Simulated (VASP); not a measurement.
# Li (P6_3/mmc) in VASP: further runs

Runs on Li. Level: LDA. Tasks: single point, relaxation of cell and atoms.

Everything below comes from runs of VASP 6.6.1. Logs are shortened: lines on timing, memory, paths and dates and some standing lists are left out, and cuts for length are marked.

### Step 1. The cell of the first run

It takes space group P6_3/mmc (No. 194, hexagonal). The conventional cell has a = 2.987 Å, b = 2.987 Å, c = 4.905 Å, α = 90.00°, β = 90.00°, γ = 120.00°. Li (site symmetry -6m2) has 12 Li at 2.99 to 3.00 Å within 3.9 Å.

This isn't the form of Li at room conditions, which is bcc.

### Step 2. Single point, LDA

The input, INCAR:

```
PREC = Accurate
ENCUT = 750
EDIFF = 1E-6
ISMEAR = 0
SIGMA = 0.1
LREAL = False
LASPH = True
NELM = 120
ALGO = Normal
ISIF = 2
LWAVE = False
LCHARG = True
LELF = True
LVHAR = True
NBANDS = 10
GGA_COMPAT = False
```

The input, KPOINTS:

```
regular mesh
0
Gamma
  18 18 10
```

The input, POSCAR:

```
Li
1.0
    2.9870381181      0.0000000000      0.0000000000
   -1.4935190591      2.5868508924      0.0000000000
    0.0000000000      0.0000000000      4.9052418773
Li
2
Direct
    0.3333333333      0.6666666667      0.2500000000
    0.6666666667      0.3333333333      0.7500000000
```

Potentials or basis: VASP PAW LDA potentials, release 64 (Li_sv).

Run with:

```sh
cat potpaw_LDA.64/Li_sv/POTCAR > POTCAR
mpirun -np 1 vasp_std > vasp.out
```

OUTCAR:

```text
PREC = Accurate
   ENCUT = 750
   EDIFF = 1E-6
   ISMEAR = 0
   LREAL = False
   LASPH = True
   NELM = 120
   ISIF = 2

 ion  position               nearest neighbor table
   1  0.333  0.667  0.250-
   2  0.667  0.333  0.750-

  LATTYP: Found a hexagonal cell.
 ALAT       =     2.9870381181
 C/A-ratio  =     1.6421758556

  Lattice vectors:

 A1 = (   2.9870381181,   0.0000000000,   0.0000000000)
 A2 = (  -1.4935190591,   2.5868508924,   0.0000000000)
 A3 = (   0.0000000000,   0.0000000000,   4.9052418773)

Analysis of symmetry for initial positions (statically):
=====================================================================
 Subroutine PRICEL returns:
 Original cell was already a primitive cell.

 Routine SETGRP: Setting up the symmetry group for a
 hexagonal supercell.

 Subroutine GETGRP returns: Found 24 space group operations
 (whereof 12 operations were pure point group operations)
 out of a pool of 24 trial point group operations.

The static configuration has the point symmetry D_3d.
 The point group associated with its full space group is D_6h.

Analysis of symmetry for dynamics (positions and initial velocities):
=====================================================================
 Subroutine PRICEL returns:
 Original cell was already a primitive cell.

 Routine SETGRP: Setting up the symmetry group for a
 hexagonal supercell.

 Subroutine GETGRP returns: Found 24 space group operations
 (whereof 12 operations were pure point group operations)
 out of a pool of 24 trial point group operations.

The dynamic configuration has the point symmetry D_3d.
 The point group associated with its full space group is D_6h.

 Subroutine INISYM returns: Found 24 space group operations
 (whereof 12 operations are pure point group operations),
 and found     1 'primitive' translations

----------------------------------------------------------------------------------------

                                     Primitive cell

  volume of cell :      37.9029

  direct lattice vectors                    reciprocal lattice vectors
     2.987038118  0.000000000  0.000000000     0.334779792  0.193285203  0.000000000
    -1.493519059  2.586850892  0.000000000     0.000000000  0.386570406  0.000000000
     0.000000000  0.000000000  4.905241877     0.000000000  0.000000000  0.203863545

  length of vectors
     2.987038118  2.987038118  4.905241877     0.386570406  0.386570406  0.203863545

  position of ions in fractional coordinates (direct lattice)
     0.333333333  0.666666667  0.250000000
[... 81 lines left out ...]
   NSW    =      0    number of steps for IOM
   IBRION =     -1    ionic relax: 0-MD 1-quasi-New 2-CG
   NFREE  =      0    steps in history (QN), initial steepest desc. (CG)
   ISIF   =      2    stress and relaxation
   ISYM   =      2    0-nonsym 1-usesym 2-fastsym
   POTIM  = 0.5000    time-step for ionic-motion
   TEBEG  =    0.0;   TEEND  =   0.0 temperature during run
   PSTRESS=    0.0 pullay stress
   NELECT =       6.0000    total number of electrons
   NUPDOWN=      -1.0000    fix difference up-down
   EMIN   =  10.00;   EMAX   =-10.00  energy-range for DOS
   EFERMI =   0.00;   METHOD = LEGACY
   ISMEAR =     0;   SIGMA  =   0.10  broadening in eV -4-tet -1-fermi 0-gaus
   EFERMI_NEDOS =   21; number of points for ismear=-14 and -15
   IALGO  =     38    algorithm
   IMIX   =      4    mixing-type and parameters
     AMIX     =   0.40;   BMIX     =  1.00
     AMIX_MAG =   1.60;   BMIX_MAG =  1.00
  volume/ion in A,a.u.               =      18.95       127.89
  Fermi-wavevector in a.u.,A,eV,Ry     =   0.885593  1.673529 10.670719  0.784276
  Thomas-Fermi vector in A             =   2.006647
   LORBIT       =      0    0 simple, 1 ext, 2 COOP (PROOUT), +10 PAW based schemes
   GGA     = CA    functional components
   LHFCALC =     F    Hartree Fock is set to
   AEXX    =    0.0000 exact exchange contribution
   IVDW    =     0    specifies the selected vdW correction
   LEPSILON=     F    determine dielectric tensor
   LRPA    =     F    only Hartree local field effects (RPA)
 non-spin polarized calculation
 Gauss-broadening in eV      SIGMA  =   0.10
  energy-cutoff  :      750.00
  volume of cell :       37.90
 maximum number of plane-waves:      1792
 NGX is ok and might be reduce to    28
   NGX = 13   NGY = 13   NGZ = 21

 number of electron       5.9999997 magnetization

 Free energy of the ion-electron system (eV)
  ---------------------------------------------------
  ext. energy  EPLUGINS =         0.00000000
  ---------------------------------------------------
  free energy    TOTEN  =        -4.09624101 eV

  energy without entropy =       -4.09178968  energy(sigma->0) =       -4.09401535

 E-fermi :   0.7921     XC(G=0):  -7.3154

 val. band max:        0.7878778867   @ k =   0.1667   0.1667   0.3000
 cond. band min:       0.8194158003   @ k =   0.3889   0.1111   0.3000
 fundamental gap:      0.0315379136
 Fermi energy:         0.7920946437

 k-point     1 :       0.0000    0.0000    0.0000
  band No.  band energies     occupation
      1     -44.7157      2.00000
      2     -44.6899      2.00000
      3      -2.7930      2.00000
      4       0.7071      1.77067
      5       3.9291      0.00000
      6      13.7093      0.00000
      7      13.7093      0.00000
      8      15.1719      0.00000
      9      15.1719      0.00000
     10      15.6183      0.00000
[... 287 lines left out ...]
 k-point    24 :       0.3889    0.1111    0.0000
  band No.  band energies     occupation
      1     -44.6893      2.00000
      2     -44.6810      2.00000
      3       0.4575      2.00000
      4       2.5552      0.00000
      5       5.1377      0.00000
      6       6.7739      0.00000
      7       7.7066      0.00000
      8       7.8399      0.00000
      9      11.0302      0.00000
     10      13.3617      0.00000

 [... further k-points ...]
[... 5 lines left out ...]
  --------------------------------------------------------------------------------------
  -------------------------------------------------------------------------------------
  Total       -0.0334079     -0.0334079     -0.0332886      0.0000000     -0.0000000      0.0000000
  in kB       -1.4121692     -1.4121692     -1.4071296      0.0000000     -0.0000000      0.0000000
  external PRESSURE =      -1.4104893 kB  Pullay stress =       0.0000000 kB

 VOLUME and BASIS-vectors are now :
 -----------------------------------------------------------------------------
  energy-cutoff  :      750.00
  volume of cell :       37.90
      direct lattice vectors                 reciprocal lattice vectors
     2.987038118  0.000000000  0.000000000     0.334779792  0.193285203  0.000000000
    -1.493519059  2.586850892  0.000000000     0.000000000  0.386570406  0.000000000
     0.000000000  0.000000000  4.905241877     0.000000000  0.000000000  0.203863545

 POSITION                                       TOTAL-FORCE (eV/Angst)
 -----------------------------------------------------------------------------------
     -0.00000      1.72457      1.22631         0.000000     -0.000000      0.000000
      1.49352      0.86228      3.67893        -0.000000      0.000000      0.000000
 -----------------------------------------------------------------------------------
    total drift:                               -0.000000      0.000000      0.000000

  FREE ENERGIE OF THE ION-ELECTRON SYSTEM (eV)
  ---------------------------------------------------
  free  energy   TOTEN  =        -4.0962410100 eV

  energy  without entropy=       -4.0917896844  energy(sigma->0) =       -4.09401535
```

stdout:

```text
POSCAR found type information on POSCAR Li
 POSCAR found :  1 types and       2 ions
 scaLAPACK will be used
 LDA part: xc-table for (Slater(with rela. corr.)+CA(PZ))
 , standard interpolation
 POSCAR, INCAR and KPOINTS ok, starting setup
 FFT: planning ... GRIDC
 FFT: planning ... GRID_SOFT
 FFT: planning ... GRID
 WAVECAR not read
 entering main loop
```

Run time: 35 s. Hardware: 1 thread of Intel Xeon 6975P-C (Granite Rapids), shared host; peak memory 0.22 GiB.

Results:

```
Free energy            : -4.0962 eV
Pressure               : -0.1 GPa
Band gap on the k mesh : zero (bands 3 and 4 overlap by 4.71 eV)
```

Levels at points of the mesh, in eV from the Fermi level:
```csv
k point,band 1,band 2,band 3,band 4,band 5,band 6,band 7
"(0.00, 0.00, 0.00)",-45.51,-45.48,-3.59,-0.08,3.14,12.92,12.92
"(0.50, 0.00, 0.00)",-45.48,-45.47,-0.09,1.13,4.82,6.07,6.53
"(0.00, 0.00, 0.50)",-45.49,-45.49,-2.47,-2.47,8.23,8.23,13.84
"(0.50, 0.00, 0.50)",-45.48,-45.48,0.68,0.68,3.76,3.76,10.18
```

### Step 3. Relaxation of cell and atoms, LDA

This run uses another cell than the first one, of 18.29 Å³/atom.

The input, INCAR:

```
PREC = Accurate
ENCUT = 750
EDIFF = 1E-7
ISMEAR = 0
SIGMA = 0.1
LREAL = F
LASPH = T
NELM = 120
ALGO = Normal
ISIF = 3
LWAVE = F
LCHARG = F
IBRION = 2
NSW = 70
EDIFFG = -0.005
GGA_COMPAT = F
NELMIN = 4
```

KPOINTS is that of step 2.

The input, POSCAR:

```
Li
1.0
    2.9531605378      0.0000000000      0.0000000000
   -1.4765802689      2.5575120472      0.0000000000
    0.0000000000      0.0000000000      4.8440825740
Li
2
Direct
    0.3333333333      0.6666666667      0.2500000000
    0.6666666667      0.3333333333      0.7500000000
```

Potentials or basis: VASP PAW LDA potentials, release 64 (Li_sv).

Run with:

```sh
cat potpaw_LDA.64/Li_sv/POTCAR > POTCAR
mpirun -np 1 vasp_std > vasp.out
```

It took 60 s on 1 thread of Intel Xeon 6975P-C (Granite Rapids), shared host; peak memory 0.2 GiB.

Results (log left out):

```
Free energy                           : -4.0953 eV
Relaxed volume                        : 18.80 Å³/atom
Relaxed cell                          : a = 2.979 Å, b = 2.979 Å, c = 4.891 Å, α = 90.00°, β = 90.00°, γ = 120.00°
Space group after relaxing (to 0.1 Å) : P6_3/mmc (No. 194)
Energy gained by relaxing             : 0.6 meV/atom
Ionic steps                           : 3
Pressure after relaxing               : 0.0 GPa
Band gap on the k mesh                : zero (bands 3 and 4 overlap by 4.72 eV)
```

Step by step:
```csv
step,energy change (eV),largest force (eV/Å),pressure (GPa),volume (Å³)
1,0.0000,0.0000,0.41,36.59
2,-0.0006,0.0000,0.29,36.84
3,-0.0011,0.0000,-0.04,37.59
```

Final structure:
```
Li
1.0
     2.97911    0.00000    0.00000
    -1.48955    2.57998    0.00000
     0.00000    0.00000    4.89116
Li
2
Direct
  0.33333 0.66667 0.25000
  0.66667 0.33333 0.75000
```

Levels at points of the mesh, in eV from the Fermi level:
| k point | band 1 | band 2 | band 3 | band 4 | band 5 | band 6 | band 7 |
| --- | --- | --- | --- | --- | --- | --- | --- |
| (0.00, 0.00, 0.00) | -45.50 | -45.47 | -3.59 | -0.09 | 3.17 | 12.99 | 12.99 |
| (0.50, 0.00, 0.00) | -45.47 | -45.46 | -0.10 | 1.14 | 4.85 | 6.10 | 6.57 |
| (0.00, 0.00, 0.50) | -45.48 | -45.48 | -2.48 | -2.48 | 8.28 | 8.28 | 13.92 |
| (0.50, 0.00, 0.50) | -45.46 | -45.46 | 0.68 | 0.68 | 3.79 | 3.79 | 10.23 |
